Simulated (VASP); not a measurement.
# AlN (P6_3/mmc) in VASP: notebook

Runs on AlN. Level: PBEsol. Tasks: relaxation of cell and atoms.

All numbers are computed with VASP 6.6.1; they aren't measurements. Logs are shortened: lines on timing, memory, paths and dates and some standing lists are left out, and cuts for length are marked.

## Step 1: The cell of the first run

Symmetry: P6_3/mmc, No. 194, hexagonal system. The conventional cell has a = 3.312 Å, b = 3.312 Å, c = 4.188 Å, α = 90.00°, β = 90.00°, γ = 120.00°. Al (site symmetry -6m2) has 5 N at 1.91 to 2.09 Å within 2.5 Å. Within 2.5 Å of N (site symmetry -6m2) lie 5 Al at 1.91 to 2.09 Å.

## Step 2: Relaxation of cell and atoms, PBEsol

The input, INCAR:

```
SYSTEM = AlN
  PREC = Accurate
  ENCUT = 600
  EDIFF = 1E-6
  ISMEAR = 0
  SIGMA = 0.01
  LREAL = .False.
  LASPH = .True.
  NELM = 60
  ALGO = Normal
  ISIF = 3
  LWAVE = .False.
  LCHARG = .False.
  GGA = PS
  IBRION = 2
  NSW = 80
  EDIFFG = -0.01
```

The input, KPOINTS:

```
regular mesh
0
Gamma
  6 6 4
  0 0 0
```

The input, POSCAR:

```
AlN
1.0
    3.3121200000      0.0000000000      0.0000000000
   -1.6560600000      2.8683800604      0.0000000000
    0.0000000000      0.0000000000      4.1875600000
Al N
2 2
Direct
    0.3333333333      0.6666666667      0.7500000000
    0.6666666667      0.3333333333      0.2500000000
    0.3333333333      0.6666666667      0.2500000000
    0.6666666667      0.3333333333      0.7500000000
```

Potentials or basis: VASP PAW PBE potentials, release 64 (Al, N).

Started as:

```console
cat potpaw_PBE.64/Al/POTCAR potpaw_PBE.64/N/POTCAR > POTCAR
mpirun -np 1 vasp_std > vasp.out
```

OUTCAR:

```text
SYSTEM = AlN
   PREC = Accurate
   ENCUT = 600
   EDIFF = 1E-6
   ISMEAR = 0
   LREAL = .False.
   LASPH = .True.
   NELM = 60
   ISIF = 3
   GGA = PS
   IBRION = 2
   NSW = 80
   EDIFFG = -0.01

 ion  position               nearest neighbor table
   1  0.333  0.667  0.750-   4 1.91   4 1.91   4 1.91   3 2.09   3 2.09   2 2.84   2 2.84   2 2.84
                             2 2.84   2 2.84   2 2.84
   2  0.667  0.333  0.250-   3 1.91   3 1.91   3 1.91   4 2.09   4 2.09   1 2.84   1 2.84   1 2.84
                             1 2.84   1 2.84   1 2.84
   3  0.333  0.667  0.250-   2 1.91   2 1.91   2 1.91   1 2.09   1 2.09
   4  0.667  0.333  0.750-   1 1.91   1 1.91   1 1.91   2 2.09   2 2.09

  LATTYP: Found a hexagonal cell.
 ALAT       =     3.3121200000
 C/A-ratio  =     1.2643140949

  Lattice vectors:

 A1 = (   3.3121200000,   0.0000000000,   0.0000000000)
 A2 = (  -1.6560600000,   2.8683800604,   0.0000000000)
 A3 = (   0.0000000000,   0.0000000000,   4.1875600000)

Analysis of symmetry for initial positions (statically):
=====================================================================
 Subroutine PRICEL returns:
 Original cell was already a primitive cell.

 Routine SETGRP: Setting up the symmetry group for a
 hexagonal supercell.

 Subroutine GETGRP returns: Found 24 space group operations
 (whereof 12 operations were pure point group operations)
 out of a pool of 24 trial point group operations.

The static configuration has the point symmetry D_3d.
 The point group associated with its full space group is D_6h.

Analysis of symmetry for dynamics (positions and initial velocities):
=====================================================================
 Subroutine PRICEL returns:
 Original cell was already a primitive cell.

 Routine SETGRP: Setting up the symmetry group for a
 hexagonal supercell.

 Subroutine GETGRP returns: Found 24 space group operations
 (whereof 12 operations were pure point group operations)
 out of a pool of 24 trial point group operations.

The dynamic configuration has the point symmetry D_3d.
 The point group associated with its full space group is D_6h.

 Subroutine INISYM returns: Found 24 space group operations
 (whereof 12 operations are pure point group operations),
 and found     1 'primitive' translations

----------------------------------------------------------------------------------------

                                     Primitive cell

  volume of cell :      39.7836

  direct lattice vectors                    reciprocal lattice vectors
     3.312120000  0.000000000  0.000000000     0.301921428  0.174314418  0.000000000
    -1.656060000  2.868380060  0.000000000     0.000000000  0.348628835  0.000000000
     0.000000000  0.000000000  4.187560000     0.000000000  0.000000000  0.238802549

  length of vectors
     3.312120000  3.312120000  4.187560000     0.348628835  0.348628835  0.238802549

  position of ions in fractional coordinates (direct lattice)
     0.333333333  0.666666667  0.750000000
     0.666666667  0.333333333  0.250000000
     0.333333333  0.666666667  0.250000000
     0.666666667  0.333333333  0.750000000

  ion indices of the primitive-cell ions
   primitive index   ion index
                 1           1
                 2           2
                 3           3
                 4           4

----------------------------------------------------------------------------------------

 KPOINTS: regular mesh

Automatic generation of k-mesh.
 Grid dimensions read from file:
 generate k-points for:    6    6    4

 Generating k-lattice:

  Cartesian coordinates                     Fractional coordinates (reciprocal lattice)
     0.050320238  0.029052403  0.000000000     0.166666667  0.000000000  0.000000000
     0.000000000  0.058104806  0.000000000     0.000000000  0.166666667  0.000000000
     0.000000000  0.000000000  0.059700637     0.000000000  0.000000000  0.250000000

  Length of vectors
     0.058104806  0.058104806  0.059700637

  Shift w.r.t. Gamma in fractional coordinates (k-lattice)
     0.000000000  0.000000000  0.000000000

 Subroutine IBZKPT returns following result:
 ===========================================

 Found     21 irreducible k-points:

 Following reciprocal coordinates:
            Coordinates               Weight
  0.000000  0.000000  0.000000      1.000000
  0.166667 -0.000000  0.000000      6.000000
  0.333333  0.000000  0.000000      6.000000
  0.500000  0.000000  0.000000      3.000000
  0.166667  0.166667  0.000000      6.000000
  0.333333  0.166667  0.000000     12.000000
[... 13 lines left out ...]
  0.333333  0.166667  0.500000     12.000000
  0.333333  0.333333  0.500000      2.000000
   k-points           NKPTS =     21   k-points in BZ     NKDIM =     21   number of bands    NBANDS=     12
   number of dos      NEDOS =    301   number of ions     NIONS =      4
   total plane-waves  NPLWV =  28224
   dimension x,y,z NGX =    28 NGY =   28 NGZ =   36
   dimension x,y,z NGXF=    56 NGYF=   56 NGZF=   72
   ions per type =               2   2
   NGX,Y,Z   is equivalent  to a cutoff of  14.05, 14.05, 14.29 a.u.
   NGXF,Y,Z  is equivalent  to a cutoff of  28.11, 28.11, 28.58 a.u.
 SYSTEM =  AlN
   PREC   = accura    normal or accurate (medium, high low for compatibility)
   ISTART =      0    job   : 0-new  1-cont  2-samecut
   ICHARG =      2    charge: 1-file 2-atom 10-const
   ISPIN  =      1    spin polarized calculation?
   LNONCOLLINEAR =      F non collinear calculations
   LSORBIT =      F    spin-orbit coupling
   LASPH  =      T    aspherical Exc in radial PAW
   ENCUT  =  600.0 eV  44.10 Ry    6.64 a.u.   6.62  6.62  8.36*2*pi/ulx,y,z
   NELM   =     60;   NELMIN=  2; NELMDL= -5     # of ELM steps
   EDIFF  = 0.1E-05   stopping-criterion for ELM
   LREAL  =      F    real-space projection
   EDIFFG = -.1E-01   stopping-criterion for IOM
   NSW    =     80    number of steps for IOM
   IBRION =      2    ionic relax: 0-MD 1-quasi-New 2-CG
   NFREE  =      1    steps in history (QN), initial steepest desc. (CG)
   ISIF   =      3    stress and relaxation
   ISYM   =      2    0-nonsym 1-usesym 2-fastsym
   POTIM  = 0.5000    time-step for ionic-motion
   TEBEG  =    0.0;   TEEND  =   0.0 temperature during run
   PSTRESS=    0.0 pullay stress
   NELECT =      16.0000    total number of electrons
   NUPDOWN=      -1.0000    fix difference up-down
   EMIN   =  10.00;   EMAX   =-10.00  energy-range for DOS
   EFERMI =   0.00;   METHOD = LEGACY
   ISMEAR =     0;   SIGMA  =   0.01  broadening in eV -4-tet -1-fermi 0-gaus
   EFERMI_NEDOS =   21; number of points for ismear=-14 and -15
   IALGO  =     38    algorithm
   IMIX   =      4    mixing-type and parameters
     AMIX     =   0.40;   BMIX     =  1.00
     AMIX_MAG =   1.60;   BMIX_MAG =  1.00
  volume/ion in A,a.u.               =       9.95        67.12
  Fermi-wavevector in a.u.,A,eV,Ry     =   1.208408  2.283560 19.867903  1.460250
  Thomas-Fermi vector in A             =   2.344017
   LORBIT       =      0    0 simple, 1 ext, 2 COOP (PROOUT), +10 PAW based schemes
   GGA     = PS    functional components
   LHFCALC =     F    Hartree Fock is set to
   AEXX    =    0.0000 exact exchange contribution
   IVDW    =     0    specifies the selected vdW correction
   LEPSILON=     F    determine dielectric tensor
   LRPA    =     F    only Hartree local field effects (RPA)
 conjugate gradient relaxation of ions
 non-spin polarized calculation
 Gauss-broadening in eV      SIGMA  =   0.01
  energy-cutoff  :      600.00
  volume of cell :       39.78
 maximum number of plane-waves:      1349
 NGX is ok and might be reduce to    28
   NGX = 13   NGY = 13   NGZ = 17

--------------------------------------- Ionic step        1  -------------------------------------------

 number of electron      16.0000002 magnetization

 Free energy of the ion-electron system (eV)
  ---------------------------------------------------
  ext. energy  EPLUGINS =         0.00000000
  ---------------------------------------------------
  free energy    TOTEN  =       -30.94084550 eV

  energy without entropy =      -30.94084550  energy(sigma->0) =      -30.94084550

------------------------ aborting loop because EDIFF is reached ----------------------------------------

  FORCE on cell =-STRESS in cart. coord.  units (eV):
  Direction    XX          YY          ZZ          XY          YZ          ZX
  --------------------------------------------------------------------------------------
  -------------------------------------------------------------------------------------
  Total       -0.8493248     -0.8493248     -1.0690750      0.0000000     -0.0000000      0.0000000
  in kB      -34.2042919    -34.2042919    -43.0541423      0.0000000     -0.0000000      0.0000000
  external PRESSURE =     -37.1542420 kB  Pullay stress =       0.0000000 kB
[... 175 lines left out ...]
  energy  without entropy=      -30.9498426548  energy(sigma->0) =      -30.94984265

--------------------------------------- Ionic step        6  -------------------------------------------

 number of electron      16.0000002 magnetization

 Free energy of the ion-electron system (eV)
  ---------------------------------------------------
  ext. energy  EPLUGINS =         0.00000000
  ---------------------------------------------------
  free energy    TOTEN  =       -30.94998916 eV

  energy without entropy =      -30.94998916  energy(sigma->0) =      -30.94998916

 E-fermi :   8.0827     XC(G=0): -11.4362

 val. band max:        8.0406149730   @ k =   0.0000   0.0000   0.0000
 cond. band min:      11.3890556385   @ k =   0.0000   0.0000   0.0000
 fundamental gap:      3.3484406655
 Fermi energy:         8.0827250482

 k-point     1 :       0.0000    0.0000    0.0000
  band No.  band energies     occupation
      1      -8.8475      2.00000
      2      -5.0346      2.00000
      3       1.0488      2.00000
      4       4.7073      2.00000
      5       4.7073      2.00000
      6       6.4366      2.00000
      7       6.4366      2.00000
      8       8.0406      2.00000
      9      11.3891      0.00000
     10      12.5305      0.00000
     11      16.2607      0.00000
     12      16.2607      0.00000
[... 329 lines left out ...]
  FREE ENERGIE OF THE ION-ELECTRON SYSTEM (eV)
  ---------------------------------------------------
  free  energy   TOTEN  =       -30.9499891619 eV

  energy  without entropy=      -30.9499891619  energy(sigma->0) =      -30.94998916

 reached required accuracy - stopping structural energy minimisation
```

Wall time 42 s (1 thread of AMD EPYC 7R43 (Zen 3), shared host); peak memory 0.13 GiB.

Results:

| Quantity | Value |
| --- | --- |
| Free energy | -30.9500 eV |
| Relaxed volume | 9.76 Å³/atom |
| Relaxed cell | a = 3.300 Å, b = 3.300 Å, c = 4.138 Å, α = 90.00°, β = 90.00°, γ = 120.00° |
| Space group after relaxing (to 0.05 Å) | P6_3/mmc (No. 194) |
| Energy gained by relaxing | 2.3 meV/atom |
| Ionic steps | 6 |
| Pressure after relaxing | 0.1 GPa |
| Band gap on the k mesh | 3.35 eV, direct |

The path:
```
step  energy change (eV)  largest force (eV/Å)  pressure (GPa)  volume (Å³)
   1              0.0000                0.0000           -3.72        39.78
   2             -0.0021                0.0000            3.50        38.47
   3             -0.0084                0.0000            0.05        39.08
   4             -0.0084                0.0000            0.13        39.06
   5             -0.0090                0.0000            0.11        39.05
   6             -0.0091                0.0000            0.10        39.04
```

Final structure:
```
Al N
1.0
     3.30040    0.00000    0.00000
    -1.65020    2.85823    0.00000
     0.00000    0.00000    4.13814
Al N
2 2
Cartesian
  0.0000 1.9055 3.1036
  1.6502 0.9527 1.0345
  0.0000 1.9055 1.0345
  1.6502 0.9527 3.1036
```

Levels at points of the mesh, in eV from the valence-band top:
```csv
k point,band 6,band 7,band 8,band 9,band 10,band 11
"(0.00, 0.00, 0.00)",-1.60,-1.60,0.00,3.35,4.49,8.22
"(0.50, 0.00, 0.00)",-4.27,-2.96,-1.40,3.82,7.16,7.27
"(0.00, 0.00, 0.50)",-2.51,-2.51,-2.51,5.71,5.71,8.38
"(0.50, 0.00, 0.50)",-3.29,-1.76,-1.76,5.06,5.06,9.47
```

Caveat: the PAW data sets were made with another functional, which shifts forces and pressure a little. A k mesh can miss the band edges.

(Continued in part 2 of 2.)
